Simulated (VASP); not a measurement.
Here is a VASP 6.6.1 calculation.

The input INCAR:

```
ALGO     = Normal         # electronic algorithm
EDIFF    = 1E-6           # SCF threshold, eV
ENCUT    = 520            # plane-wave cutoff, eV
GGA      = PE             # functional
ISIF     = 2              # what is computed and relaxed
ISMEAR   = 0              # smearing method
ISPIN    = 2              # spin polarisation
LASPH    = T              # aspherical terms in the spheres
LCHARG   = F              # write CHGCAR
LMAXMIX  = 4              # l up to which the mixer works
LORBIT   = 11             # projections on sites
LREAL    = F              # projectors in reciprocal space
LWAVE    = F              # write WAVECAR
MAGMOM   = 0 1.09         # initial moments
NBANDS   = 22             # bands
NELM     = 150            # most SCF steps
PREC     = Accurate       # precision mode
SIGMA    = 0.1            # smearing width, eV
```

Contents of KPOINTS:

```
k-points
0
Gamma
  14 14 14
```

The input POSCAR:

```
TiCo
1.0
    3.0819623930      0.0000000000      0.0000000000
    0.0000000000      3.0819623930      0.0000000000
    0.0000000000      0.0000000000      3.0819623930
Ti Co
1 1
Direct
    0.0000000000      0.0000000000      0.0000000000
    0.5000000000      0.5000000000      0.5000000000
```

Potentials or basis: VASP PAW PBE potentials, release 64 (Ti_sv, Co).

Command:

```console
$ cat potpaw_PBE.64/Ti_sv/POTCAR potpaw_PBE.64/Co/POTCAR > POTCAR
$ mpirun -np 1 vasp_std > vasp.out
```

Task: What does it give for the pressure?

Result: -13.0 GPa.

Task: Predict the site moments.

Result: Ti -0.11; Co +1.12 μB.

Task: What does it give for the net moment?

Result: 0.92 μB per cell.

Caveat: the cell stands under tension.
